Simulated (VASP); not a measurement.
Runs of VASP 6.6.1 on Au. The structure is that of space group Fm-3m (No. 225), or close to it. The cells are those of the table. 

```tsv
task	level	potentials or basis	spin	cell	k mesh	cutoff (eV)	smearing	gap on the mesh (eV)	pressure (GPa)	moment (μB)
relaxation of cell and atoms	PBEsol	VASP PAW PBE potentials, release 64 (Au)	off	relaxed to 20 GPa from a = 2.878 Å, angles 60.0°, 1 atom	11 × 11 × 11	600	fermi-dirac 0.05 eV	none	20.0	-
single point	revPBE	VASP PAW PBE potentials, release 64 (Au)	off	a = 2.959 Å, angles 60.0°, 1 atom	11 × 11 × 11	520	fermi-dirac 0.05 eV	none	-0.2	-
single point	PBE	VASP PAW PBE potentials, release 64 (Au)	off	a = 2.878 Å, angles 60.0°, 1 atom	11 × 11 × 11	520	gaussian 0.024 eV	none	10.6	-
single point	RPBE	VASP PAW PBE potentials, release 64 (Au)	off	a = 2.934 Å, angles 60.0°, 1 atom	11 × 11 × 11	520	fermi-dirac 0.05 eV	none	4.4	-
single point	PBE	VASP PAW PBE potentials, release 64 (Au)	off	a = 2.878 Å, angles 60.0°, 1 atom	6 × 6 × 6	520	fermi-dirac 0.03 eV	none	(b)	-
single point	r2SCAN	VASP PAW PBE potentials, release 64 (Au)	off	a = 2.916 Å, angles 60.0°, 1 atom	11 × 11 × 11	520	fermi-dirac 0.05 eV	none	0.2	-
single point	LDA	VASP PAW LDA potentials, release 64 (Au)	non-collinear, zero start, SOC	a = 2.819 Å, angles 60.0°, 1 atom	11 × 11 × 11	520	fermi-dirac 0.05 eV	-	9.2	0.00
single point	PBEsol	VASP PAW PBE potentials, release 64 (Au)	off	a = 2.840 Å, angles 60.0°, 1 atom	11 × 11 × 11	520	fermi-dirac 0.05 eV	none	9.7	-
single point	revPBE+D4	VASP PAW PBE potentials, release 64 (Au)	off	a = 2.897 Å, angles 60.0°, 1 atom	11 × 11 × 11	520	fermi-dirac 0.05 eV	none	(a)	-
single point	r2SCAN	VASP PAW PBE potentials, release 64 (Au)	off	a = 2.878 Å, angles 60.0°, 1 atom	6 × 6 × 6	520	fermi-dirac 0.05 eV	none	8.6	-
relaxation of cell and atoms	PBE+D4	VASP PAW PBE potentials, release 64 (Au)	off	relaxed from a = 2.878 Å, angles 60.0°, 1 atom	11 × 11 × 11	600	fermi-dirac 0.05 eV	none	0.0	-
single point	PBEsol+D3(BJ)	VASP PAW PBE potentials, release 64 (Au)	non-collinear, zero start, SOC	a = 2.878 Å, angles 60.0°, 1 atom	11 × 11 × 11	520	fermi-dirac 0.05 eV	-	-6.0	0.00
```

Problem. Fill in the values left out.

Solution. (a) -0.3; (b) 11.9.

Caveats: some runs use coarse meshes; spin-orbit coupling is left out, which moves the levels of the heavy elements (some runs); the PAW data sets were made with another functional, which shifts forces and pressure a little (some runs); pairwise dispersion overbinds metals, which lowers pressure and volume (some runs); the cell is relaxed towards a set pressure, so the enthalpy falls and the energy may rise (some runs); three body term missing (some runs).

A k mesh can miss the band edges, and rows without SOC leave out spin-orbit coupling on Au.

A gap of «none» marks levels without a gap at the run's occupations.
